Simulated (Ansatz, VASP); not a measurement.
## One calculation of GaAs, two programs

```
Ga As
1.0
     0.00000    2.71917    2.92382
     2.71917    0.00000    2.92382
     2.71917    2.71917    0.00000
Ga As
1 1
Cartesian
  0.0000 0.0000 0.0000
  1.3596 1.3596 1.4619
```

Change from the starting cell: strained cell.

Alike in both runs: functional PBEsol; k mesh 10 × 10 × 10; occupations gaussian, width 0.02 eV; no spin polarisation.

Ansatz relaxed the structure, and its values are those at the end. VASP's run is a single point on that final structure, the one shown.

|  | VASP | Ansatz |
| --- | --- | --- |
| version | VASP 6.6.1 | Ansatz 0.2.0 |
| potentials or method | VASP PAW PBE potentials, release 64 (Ga_d, As), cutoff 500 eV | scalar-relativistic, plane waves, PAW |
| valence electrons in the cell | 18 | 28 |

|  | VASP | Ansatz | Ansatz less VASP |
| --- | --- | --- | --- |
| gap on the k mesh at the Fermi level (eV) | 0.58 | 0.57 | -0.016 |
| least direct gap on the mesh (eV) | 0.58 | 0.57 | -0.016 |
| pressure (GPa) | 3.7 | 3.5 | -0.19 |

VASP's potentials were made for PBE, not for PBEsol. VASP's potentials hold 18 valence electrons a cell and Ansatz's 28, so a difference there can come from the potentials and not from the codes. Ansatz's warnings: stress scf threshold loose.
